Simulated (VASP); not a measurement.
# NaMo3 in VASP: further runs

The runs below take NaMo3 through single point, relaxation of cell and atoms, with PBE.

Program: VASP 6.6.1. These are calculated values, not measurements. Logs are shortened: lines on timing, memory, paths and dates and some standing lists are left out, and cuts for length are marked.

**1. The cell of the first run**

It takes space group Pm-3m (No. 221, cubic). The conventional cell has a = 4.037 Å, b = 4.037 Å, c = 4.037 Å, α = 90.00°, β = 90.00°, γ = 90.00°. Na (site symmetry m-3m) has 12 Mo at 2.85 Å within 3.8 Å. Mo (site symmetry 4/mmm) has 4 Na at 2.85 Å and 8 Mo at 2.85 Å within 3.8 Å.

**2. Single point, PBE**

Contents of INCAR:

```
SYSTEM = NaMo3
  PREC = Accurate
  ENCUT = 520
  EDIFF = 1E-7
  ISMEAR = 0
  SIGMA = 0.1
  LREAL = .False.
  LASPH = .True.
  NELM = 60
  ALGO = Fast
  ISIF = 2
  LWAVE = .False.
  LCHARG = .False.
  GGA = PE
  NBANDS = 32
```

Contents of KPOINTS:

```
regular mesh
0
Gamma
  4 4 4
  0 0 0
```

Contents of POSCAR:

```
NaMo3
1.0
    4.0368214664      0.0000000000      0.0000000000
    0.0000000000      4.0368214664      0.0000000000
    0.0000000000      0.0000000000      4.0368214664
Na Mo
1 3
Direct
    0.0000000000      0.0000000000      0.0000000000
    0.0000000000      0.5000000000      0.5000000000
    0.5000000000      0.0000000000      0.5000000000
    0.5000000000      0.5000000000      0.0000000000
```

Potentials or basis: VASP PAW PBE potentials, release 64 (Na_pv, Mo_sv).

On the command line:

```
cat potpaw_PBE.64/Na_pv/POTCAR potpaw_PBE.64/Mo_sv/POTCAR > POTCAR
mpirun -np 1 vasp_std > vasp.out
```

OUTCAR:

```text
SYSTEM = NaMo3
   PREC = Accurate
   ENCUT = 520
   EDIFF = 1E-7
   ISMEAR = 0
   LREAL = .False.
   LASPH = .True.
   NELM = 60
   ISIF = 2
   GGA = PE

 ion  position               nearest neighbor table
   1  0.000  0.000  0.000-   2 2.85   3 2.85   4 2.85   2 2.85   3 2.85   2 2.85   4 2.85   2 2.85
                             3 2.85   4 2.85   3 2.85   4 2.85
   2  0.000  0.500  0.500-   1 2.85   3 2.85   4 2.85   1 2.85   4 2.85   1 2.85   3 2.85   1 2.85
                             3 2.85   4 2.85   4 2.85   3 2.85
   3  0.500  0.000  0.500-   1 2.85   2 2.85   4 2.85   1 2.85   4 2.85   2 2.85   4 2.85   4 2.85
                             1 2.85   2 2.85   1 2.85   2 2.85
   4  0.500  0.500  0.000-   1 2.85   2 2.85   3 2.85   2 2.85   3 2.85   1 2.85   3 2.85   3 2.85
                             1 2.85   2 2.85   2 2.85   1 2.85

  LATTYP: Found a simple cubic cell.
 ALAT       =     4.0368214664

  Lattice vectors:

 A1 = (   4.0368214664,   0.0000000000,   0.0000000000)
 A2 = (   0.0000000000,   4.0368214664,   0.0000000000)
 A3 = (   0.0000000000,   0.0000000000,   4.0368214664)

Analysis of symmetry for initial positions (statically):
=====================================================================
 Subroutine PRICEL returns:
 Original cell was already a primitive cell.

 Routine SETGRP: Setting up the symmetry group for a
 simple cubic supercell.

 Subroutine GETGRP returns: Found 48 space group operations
 (whereof 48 operations were pure point group operations)
 out of a pool of 48 trial point group operations.

The static configuration has the point symmetry O_h .

Analysis of symmetry for dynamics (positions and initial velocities):
=====================================================================
 Subroutine PRICEL returns:
 Original cell was already a primitive cell.

 Routine SETGRP: Setting up the symmetry group for a
 simple cubic supercell.

 Subroutine GETGRP returns: Found 48 space group operations
 (whereof 48 operations were pure point group operations)
 out of a pool of 48 trial point group operations.

The dynamic configuration has the point symmetry O_h .

 Subroutine INISYM returns: Found 48 space group operations
 (whereof 48 operations are pure point group operations),
 and found     1 'primitive' translations

----------------------------------------------------------------------------------------

                                     Primitive cell

  volume of cell :      65.7838

  direct lattice vectors                    reciprocal lattice vectors
     4.036821466  0.000000000  0.000000000     0.247719650  0.000000000  0.000000000
     0.000000000  4.036821466  0.000000000     0.000000000  0.247719650  0.000000000
     0.000000000  0.000000000  4.036821466     0.000000000  0.000000000  0.247719650

  length of vectors
     4.036821466  4.036821466  4.036821466     0.247719650  0.247719650  0.247719650

  position of ions in fractional coordinates (direct lattice)
     0.000000000  0.000000000  0.000000000
     0.000000000  0.500000000  0.500000000
     0.500000000  0.000000000  0.500000000
     0.500000000  0.500000000  0.000000000

  ion indices of the primitive-cell ions
   primitive index   ion index
                 1           1
                 2           2
                 3           3
                 4           4

----------------------------------------------------------------------------------------

 KPOINTS: regular mesh

Automatic generation of k-mesh.
 Grid dimensions read from file:
 generate k-points for:    4    4    4

 Generating k-lattice:

  Cartesian coordinates                     Fractional coordinates (reciprocal lattice)
     0.061929912  0.000000000  0.000000000     0.250000000  0.000000000  0.000000000
     0.000000000  0.061929912  0.000000000     0.000000000  0.250000000  0.000000000
     0.000000000  0.000000000  0.061929912     0.000000000  0.000000000  0.250000000

  Length of vectors
     0.061929912  0.061929912  0.061929912

  Shift w.r.t. Gamma in fractional coordinates (k-lattice)
     0.000000000  0.000000000  0.000000000

 Subroutine IBZKPT returns following result:
 ===========================================

 Found     10 irreducible k-points:

 Following reciprocal coordinates:
            Coordinates               Weight
  0.000000  0.000000  0.000000      1.000000
  0.250000  0.000000  0.000000      6.000000
  0.500000  0.000000  0.000000      3.000000
  0.250000  0.250000  0.000000     12.000000
  0.500000  0.250000  0.000000     12.000000
  0.500000  0.500000  0.000000      3.000000
  0.250000  0.250000  0.250000      8.000000
  0.500000  0.250000  0.250000     12.000000
  0.500000  0.500000  0.250000      6.000000
  0.500000  0.500000  0.500000      1.000000
   k-points           NKPTS =     10   k-points in BZ     NKDIM =     10   number of bands    NBANDS=     32
   number of dos      NEDOS =    301   number of ions     NIONS =      4
   total plane-waves  NPLWV =  27000
   dimension x,y,z NGX =    30 NGY =   30 NGZ =   30
   dimension x,y,z NGXF=    60 NGYF=   60 NGZF=   60
   ions per type =               1   3
   NGX,Y,Z   is equivalent  to a cutoff of  12.35, 12.35, 12.35 a.u.
   NGXF,Y,Z  is equivalent  to a cutoff of  24.71, 24.71, 24.71 a.u.
 SYSTEM =  NaMo3
   PREC   = accura    normal or accurate (medium, high low for compatibility)
   ISTART =      0    job   : 0-new  1-cont  2-samecut
   ICHARG =      2    charge: 1-file 2-atom 10-const
   ISPIN  =      1    spin polarized calculation?
   LNONCOLLINEAR =      F non collinear calculations
   LSORBIT =      F    spin-orbit coupling
   LASPH  =      T    aspherical Exc in radial PAW
   ENCUT  =  520.0 eV  38.22 Ry    6.18 a.u.   7.51  7.51  7.51*2*pi/ulx,y,z
   NELM   =     60;   NELMIN=  2; NELMDL= -5     # of ELM steps
   EDIFF  = 0.1E-06   stopping-criterion for ELM
   LREAL  =      F    real-space projection
   EDIFFG = 0.1E-05   stopping-criterion for IOM
   NSW    =      0    number of steps for IOM
   IBRION =     -1    ionic relax: 0-MD 1-quasi-New 2-CG
   NFREE  =      0    steps in history (QN), initial steepest desc. (CG)
   ISIF   =      2    stress and relaxation
   ISYM   =      2    0-nonsym 1-usesym 2-fastsym
   POTIM  = 0.5000    time-step for ionic-motion
   TEBEG  =    0.0;   TEEND  =   0.0 temperature during run
   PSTRESS=    0.0 pullay stress
   NELECT =      49.0000    total number of electrons
   NUPDOWN=      -1.0000    fix difference up-down
   EMIN   =  10.00;   EMAX   =-10.00  energy-range for DOS
   EFERMI =   0.00;   METHOD = LEGACY
   ISMEAR =     0;   SIGMA  =   0.10  broadening in eV -4-tet -1-fermi 0-gaus
   EFERMI_NEDOS =   21; number of points for ismear=-14 and -15
   IALGO  =     68    algorithm
   IMIX   =      4    mixing-type and parameters
     AMIX     =   0.40;   BMIX     =  1.00
     AMIX_MAG =   1.60;   BMIX_MAG =  1.00
  volume/ion in A,a.u.               =      16.45       110.98
  Fermi-wavevector in a.u.,A,eV,Ry     =   1.484000  2.804354 29.963523  2.202257
  Thomas-Fermi vector in A             =   2.597592
   LORBIT       =      0    0 simple, 1 ext, 2 COOP (PROOUT), +10 PAW based schemes
   GGA     = PE    functional components
   LHFCALC =     F    Hartree Fock is set to
   AEXX    =    0.0000 exact exchange contribution
   IVDW    =     0    specifies the selected vdW correction
   LEPSILON=     F    determine dielectric tensor
   LRPA    =     F    only Hartree local field effects (RPA)
 non-spin polarized calculation
 RMM-DIIS sequential band-by-band and
 Gauss-broadening in eV      SIGMA  =   0.10
  energy-cutoff  :      520.00
  volume of cell :       65.78
 maximum number of plane-waves:      1800
   NGX = 15   NGY = 15   NGZ = 15

 number of electron      48.9999977 magnetization

 Free energy of the ion-electron system (eV)
  ---------------------------------------------------
  ext. energy  EPLUGINS =         0.00000000
  ---------------------------------------------------
  free energy    TOTEN  =       -29.90080184 eV

  energy without entropy =      -29.88952264  energy(sigma->0) =      -29.89516224

 E-fermi :   9.1648     XC(G=0): -12.1734

 val. band max:        9.1563688187   @ k =   0.5000   0.5000   0.2500
 cond. band min:       9.2600340926   @ k =   0.5000   0.2500   0.0000
 fundamental gap:      0.1036652739
 Fermi energy:         9.1648066724

 k-point     1 :       0.0000    0.0000    0.0000
  band No.  band energies     occupation
      1     -51.6502      2.00000
      2     -51.4509      2.00000
      3     -51.4509      2.00000
      4     -26.0230      2.00000
      5     -26.0230      2.00000
      6     -26.0230      2.00000
[... 24 lines left out ...]
     31      13.1692      0.00000
     32      13.4811      0.00000

 k-point     2 :       0.2500    0.0000    0.0000
  band No.  band energies     occupation
      1     -51.6249      2.00000
      2     -51.4764      2.00000
      3     -51.4506      2.00000
      4     -25.9600      2.00000
      5     -25.9600      2.00000
      6     -25.9202      2.00000
[... 24 lines left out ...]
     31      12.0366      0.00000
     32      13.4836      0.00000

 k-point     3 :       0.5000    0.0000    0.0000
  band No.  band energies     occupation
      1     -51.5841      2.00000
      2     -51.5175      2.00000
      3     -51.4504      2.00000
      4     -25.8726      2.00000
      5     -25.8726      2.00000
      6     -25.7081      2.00000
[... 24 lines left out ...]
     31      11.8967      0.00000
     32      13.4862      0.00000

 k-point     4 :       0.2500    0.2500    0.0000
  band No.  band energies     occupation
      1     -51.6025      2.00000
      2     -51.4840      2.00000
      3     -51.4651      2.00000
      4     -25.9933      2.00000
      5     -25.8933      2.00000
      6     -25.7850      2.00000
[... 24 lines left out ...]
     31      12.4024      0.00000
     32      12.4857      0.00000

 k-point     5 :       0.5000    0.2500    0.0000
  band No.  band energies     occupation
      1     -51.5643      2.00000
      2     -51.5172      2.00000
      3     -51.4698      2.00000
      4     -25.9025      2.00000
      5     -25.8814      2.00000
      6     -25.7940      2.00000
[... 24 lines left out ...]
     31      11.4668      0.00000
     32      11.9960      0.00000

 k-point     6 :       0.5000    0.5000    0.0000
  band No.  band energies     occupation
      1     -51.5170      2.00000
      2     -51.5168      2.00000
      3     -51.5168      2.00000
      4     -25.9777      2.00000
      5     -25.9278      2.00000
      6     -25.6395      2.00000
[... 24 lines left out ...]
     31      11.0017      0.00000
     32      11.7233      0.00000

 k-point     7 :       0.2500    0.2500    0.2500
  band No.  band energies     occupation
      1     -51.5837      2.00000
      2     -51.4837      2.00000
      3     -51.4837      2.00000
      4     -26.0731      2.00000
      5     -25.8259      2.00000
      6     -25.8259      2.00000
[... 24 lines left out ...]
     31      12.9880      0.00000
     32      13.0667      0.00000

 k-point     8 :       0.5000    0.2500    0.2500
  band No.  band energies     occupation
      1     -51.5502      2.00000
      2     -51.5168      2.00000
      3     -51.4834      2.00000
      4     -26.0629      2.00000
      5     -25.8942      2.00000
      6     -25.8614      2.00000
[... 24 lines left out ...]
     31      11.5531      0.00000
     32      12.5702      0.00000

 k-point     9 :       0.5000    0.5000    0.2500
  band No.  band energies     occupation
      1     -51.5166      2.00000
      2     -51.5165      2.00000
      3     -51.5165      2.00000
      4     -26.1331      2.00000
      5     -25.9788      2.00000
      6     -25.8778      2.00000
[... 24 lines left out ...]
     31      11.5766      0.00000
     32      12.0357      0.00000

 k-point    10 :       0.5000    0.5000    0.5000
  band No.  band energies     occupation
      1     -51.5161      2.00000
      2     -51.5161      2.00000
      3     -51.5161      2.00000
      4     -26.2603      2.00000
      5     -25.9799      2.00000
      6     -25.9799      2.00000
[... 24 lines left out ...]
     31      10.8242      0.00000
     32      12.9071      0.00000

------------------------ aborting loop because EDIFF is reached ----------------------------------------

  FORCE on cell =-STRESS in cart. coord.  units (eV):
  Direction    XX          YY          ZZ          XY          YZ          ZX
  --------------------------------------------------------------------------------------
  -------------------------------------------------------------------------------------
  Total        0.1274964      0.1274964      0.1274964     -0.0000000     -0.0000000      0.0000000
  in kB        3.1052016      3.1052016      3.1052016     -0.0000000     -0.0000000      0.0000000
  external PRESSURE =       3.1052016 kB  Pullay stress =       0.0000000 kB

 VOLUME and BASIS-vectors are now :
 -----------------------------------------------------------------------------
  energy-cutoff  :      520.00
  volume of cell :       65.78
      direct lattice vectors                 reciprocal lattice vectors
     4.036821466  0.000000000  0.000000000     0.247719650  0.000000000  0.000000000
     0.000000000  4.036821466  0.000000000     0.000000000  0.247719650  0.000000000
     0.000000000  0.000000000  4.036821466     0.000000000  0.000000000  0.247719650

 POSITION                                       TOTAL-FORCE (eV/Angst)
 -----------------------------------------------------------------------------------
      0.00000      0.00000      0.00000         0.000000      0.000000      0.000000
      0.00000      2.01841      2.01841         0.000000      0.000000      0.000000
      2.01841      0.00000      2.01841         0.000000      0.000000      0.000000
      2.01841      2.01841      0.00000         0.000000      0.000000      0.000000
 -----------------------------------------------------------------------------------
    total drift:                                0.000000      0.000000     -0.000000

  FREE ENERGIE OF THE ION-ELECTRON SYSTEM (eV)
  ---------------------------------------------------
  free  energy   TOTEN  =       -29.9008018388 eV

  energy  without entropy=      -29.8895226406  energy(sigma->0) =      -29.89516224
```

Wall time 32 s (1 thread of AMD EPYC 7R43 (Zen 3), shared host); peak memory 0.12 GiB.

Results:

| Item | Value |
| --- | --- |
| Free energy | -29.9008 eV |
| Pressure | 0.3 GPa |

Caveat: the k points lie up to 0.39 Å⁻¹ apart.

**3. Relaxation of cell and atoms, PBE**

This run uses another cell than the first one, of 15.86 Å³/atom, 0.964 times its volume.

Contents of INCAR:

```
ALGO = Normal ; EDIFF = 1E-7
EDIFFG = -0.04 ; ENCUT = 600
GGA = PE ; IBRION = 2
ISIF = 3 ; ISMEAR = 0
LASPH = True ; LCHARG = False
LREAL = False ; LWAVE = False
NELM = 100 ; NSW = 90
PREC = Accurate ; SIGMA = 0.1
```

Contents of KPOINTS:

```
k-points
0
Gamma
  4 4 4
```

Contents of POSCAR:

```
NaMo3
1.0
    3.9879596549      0.0000000000      0.0000000000
    0.0000000000      3.9879596549      0.0000000000
    0.0000000000      0.0000000000      3.9879596549
Na Mo
1 3
Direct
    0.0000000000      0.0000000000      0.0000000000
    0.0000000000      0.5000000000      0.5000000000
    0.5000000000      0.0000000000      0.5000000000
    0.5000000000      0.5000000000      0.0000000000
```

Potentials or basis: VASP PAW PBE potentials, release 64 (Na_pv, Mo_sv).

On the command line:

```
cat potpaw_PBE.64/Na_pv/POTCAR potpaw_PBE.64/Mo_sv/POTCAR > POTCAR
mpirun -np 1 vasp_std > vasp.out
```

Run time: 90 s. Hardware: 1 thread of AMD EPYC 7R43 (Zen 3), shared host; peak memory 0.15 GiB.

Results (log left out):

| Property | Result |
| --- | --- |
| Free energy | -29.8988 eV |
| Relaxed volume | 16.48 Å³/atom |
| Relaxed cell | a = 4.040 Å, b = 4.040 Å, c = 4.040 Å, α = 90.00°, β = 90.00°, γ = 90.00° |
| Space group after relaxing (to 0.05 Å) | Pm-3m (No. 221) |
| Energy gained by relaxing | 12.1 meV/atom |
| Ionic steps | 3 |
| Pressure after relaxing | -0.1 GPa |

The path:
```tsv
step	energy change (eV)	largest force (eV/Å)	pressure (GPa)	volume (Å³)
1	0.0000	0.0000	6.51	63.42
2	0.0419	0.0000	-7.56	69.53
3	-0.0483	0.0000	-0.08	65.92
```

Final structure:
```
Na Mo
1.0
     4.03952    0.00000    0.00000
     0.00000    4.03952    0.00000
     0.00000    0.00000    4.03952
Na Mo
1 3
Direct
  0.00000 0.00000 0.00000
  0.00000 0.50000 0.50000
  0.50000 0.00000 0.50000
  0.50000 0.50000 0.00000
```

Levels at points of the mesh, in eV from the Fermi level:
```csv
k point,band 23,band 24,band 25,band 26,band 27,band 28
"(0.00, 0.00, 0.00)",0.84,0.84,0.84,2.56,2.56,3.66
"(0.50, 0.00, 0.00)",-0.66,-0.66,-0.09,0.18,0.53,1.20
"(0.50, 0.50, 0.00)",-1.54,-0.55,-0.55,0.51,0.58,0.58
"(0.50, 0.50, 0.50)",0.70,0.70,0.70,1.50,1.60,1.60
```

Caveat: the k points lie up to 0.39 Å⁻¹ apart in the final cell.

**4. Single point, PBE**

This run uses another cell than the first one, of 15.51 Å³/atom, 0.943 times its volume.

Contents of INCAR:

```
  PREC = Accurate
  ENCUT = 520
  EDIFF = 1E-6
  ISMEAR = 0
  SIGMA = 0.1
  LREAL = F
  LASPH = T
  NELM = 80
  ALGO = Normal
  ISIF = 2
  LWAVE = F
  LCHARG = F
  GGA = PE
  NBANDS = 32
```

Contents of KPOINTS:

```
Automatic mesh
0
Gamma
  4 4 4
```

Contents of POSCAR:

```
NaMo3
1.0
    3.9723671944      0.0000000000      0.0000000000
    0.0000000000      3.9723671944      0.0000000000
    0.0000000000      0.0000000000      3.9315368040
Na Mo
1 3
Direct
    0.0000000000      0.0000000000      0.0000000000
    0.0000000000      0.5000000000      0.5000000000
    0.5000000000      0.0000000000      0.5000000000
    0.5000000000      0.5000000000      0.0000000000
```

On the command line:

```
cat potpaw_PBE.64/Na_pv/POTCAR potpaw_PBE.64/Mo_sv/POTCAR > POTCAR
mpirun -np 1 vasp_std > vasp.out
```

It took 31 s on 1 thread of AMD EPYC 7R43 (Zen 3), shared host; peak memory 0.14 GiB.

It converged, with:

```
Free energy : -29.7748 eV
Pressure    : 10.9 GPa
```

Levels at points of the mesh, in eV from the Fermi level:
```csv
k point,band 22,band 23,band 24,band 25,band 26,band 27,band 28,band 29
"(0.00, 0.00, 0.00)",-3.42,0.88,0.88,0.94,2.74,2.86,4.02,4.24
"(0.50, 0.00, 0.00)",-1.57,-0.70,-0.65,-0.13,0.19,0.56,1.31,1.33
"(0.50, 0.50, 0.00)",-1.67,-1.67,-0.56,-0.56,0.53,0.59,0.59,1.14
"(0.00, 0.00, 0.50)",-1.54,-0.70,-0.70,-0.15,0.32,0.65,1.26,1.26
"(0.50, 0.00, 0.50)",-1.65,-1.65,-0.60,-0.59,0.56,0.63,0.64,1.22
"(0.50, 0.50, 0.50)",-0.95,0.73,0.75,0.75,1.69,1.74,1.78,1.81
```

Caveat: the k points lie up to 0.40 Å⁻¹ apart.

**5. Overview**

```csv
task,cell,cutoff (eV),gap on the mesh (eV),pressure (GPa)
single point,"a = 4.037 Å, 4 atoms",520,none,0.3
relaxation of cell and atoms,"relaxed from a = 3.988 Å, 4 atoms",600,none,-0.1
single point,"a = 3.972, b = 3.972, c = 3.932 Å, 4 atoms",520,none,10.9
```

Alike in all rows: level PBE; potentials or basis VASP PAW PBE potentials, release 64 (Na_pv, Mo_sv); no spin polarisation; k mesh 4 × 4 × 4; smearing gaussian 0.1 eV.

Caveats: all runs use coarse meshes.

Total energies depend on the potentials used, so only differences within one code and one set of settings carry meaning.
